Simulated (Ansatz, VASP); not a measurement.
HfO2: VASP beside Ansatz

```
Hf O
1.0
     4.82907    0.00000    0.00000
     0.00000    4.82907    0.00000
     0.00000    0.00000    3.21344
Hf O
2 4
Direct
  0.50000 0.50000 0.50000
  0.00000 0.00000 0.00000
  0.69484 0.69484 0.00000
  0.80516 0.19484 0.50000
  0.30516 0.30516 0.00000
  0.19484 0.80516 0.50000
```

Alike in both runs: task relaxation of cell and atoms; functional PBEsol; k mesh 6 × 6 × 8; occupations gaussian, width 0.02 eV; no spin polarisation.

|  | VASP | Ansatz |
| --- | --- | --- |
| version | VASP 6.6.1 | Ansatz 0.2.0 |
| potentials or method | VASP PAW PBE potentials, release 64 (Hf_pv, O), cutoff 600 eV | scalar-relativistic, plane waves, PAW |
| valence electrons in the cell | 44 | 76 |

|  | VASP | Ansatz | Ansatz less VASP |
| --- | --- | --- | --- |
| gap on the k mesh at the Fermi level, each at its own relaxed structure (eV) | 3.89 | 3.89 | +0.003 |
| relaxed volume (Å³/atom) | 12.33 | 12.48 | +0.152 |
| relaxed cell length with the largest relative difference (Å) | 4.809 | 4.830 | +0.0208 |

VASP's potentials were made for PBE, not for PBEsol. VASP's potentials hold 44 valence electrons a cell and Ansatz's 76, so a difference there can come from the potentials and not from the codes.

Spin-orbit coupling is off throughout.
